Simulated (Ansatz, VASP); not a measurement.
Sn in VASP and in Ansatz

```
CELL_PARAMETERS angstrom
0.00000 3.23808 3.23808
3.23808 0.00000 3.23808
3.23808 3.23808 0.00000
ATOMIC_POSITIONS crystal
Sn 0.50000 0.50000 0.50000
Sn 0.75000 0.75000 0.75000
```

Alike in both runs: task single point; functional LDA; k mesh 9 × 9 × 9; no spin polarisation.

|  | VASP | Ansatz |
| --- | --- | --- |
| version | VASP 6.6.1 | Ansatz 0.2.0 |
| potentials or method | VASP PAW LDA potentials, release 64 (Sn_d), cutoff 520 eV | plane waves (420 eV) with PAW, scalar-relativistic |
| occupations | methfessel-paxton of order 1, width 0.3 eV | cold, width 0.3 eV |
| valence electrons in the cell | 28 | 28 |

```csv
,VASP,Ansatz,Ansatz less VASP
pressure (GPa),0.0,0.0,0.00
```

Ansatz warns that its potentials were made for another functional, while VASP's fit it. LDA's correlation is that of Perdew and Zunger in VASP and of Perdew and Wang (1992) in Ansatz.
